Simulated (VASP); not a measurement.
Set up this calculation in VASP 6.6.1, as the native input.

```
Task                   : single point
Functional             : PBE
Potentials or basis    : VASP PAW PBE potentials, release 64 (Al, Rh_pv)
Cutoff                 : 520 eV
k mesh                 : 6 × 6 × 14
Occupations            : gaussian, width 0.1 eV
Spin                   : no spin polarisation
Dipole correction      : no
Further INCAR settings : ALGO = Fast; EDIFF = 1e-07; NBANDS = 30
```

The structure of Al2Rh lies in POSCAR:

```
Al2Rh
1.0
    6.2763654296      0.0000000000      0.0000000000
    0.0000000000      6.2763654296      0.0000000000
    0.0000000000      0.0000000000      2.8804507340
Al Rh
4 2
Direct
    0.2742056400      0.2742056400      0.0000000000
    0.2257943600      0.7742056400      0.5000000000
    0.7257943600      0.7257943600      0.0000000000
    0.7742056400      0.2257943600      0.5000000000
    0.0000000000      0.0000000000      0.0000000000
    0.5000000000      0.5000000000      0.5000000000
```

The cell was built from a structure type or drawn by symmetry, and may not be a known phase.

The input as run:

INCAR

```
PREC = Accurate
ENCUT = 520
EDIFF = 1E-7
ISMEAR = 0
SIGMA = 0.1
LREAL = F
LASPH = T
NELM = 100
ALGO = Fast
ISIF = 2
LWAVE = F
LCHARG = F
GGA = PE
NBANDS = 30
```

KPOINTS

```
Automatic mesh
0
Gamma
  6 6 14
```

Potentials or basis: VASP PAW PBE potentials, release 64 (Al, Rh_pv).

Command:

```sh
$ cat potpaw_PBE.64/Al/POTCAR potpaw_PBE.64/Rh_pv/POTCAR > POTCAR
$ mpirun -np 1 vasp_std > vasp.out
```

It gave:

The pressure is -0.1 GPa and the band gap on the k mesh is zero (bands 21 and 22 overlap by 2.81 eV).

Run time: 3.7 min on 1 thread of Intel(R) Xeon(R) Platinum 8488C (Sapphire Rapids), on a shared host, peak memory 0.37 GiB.
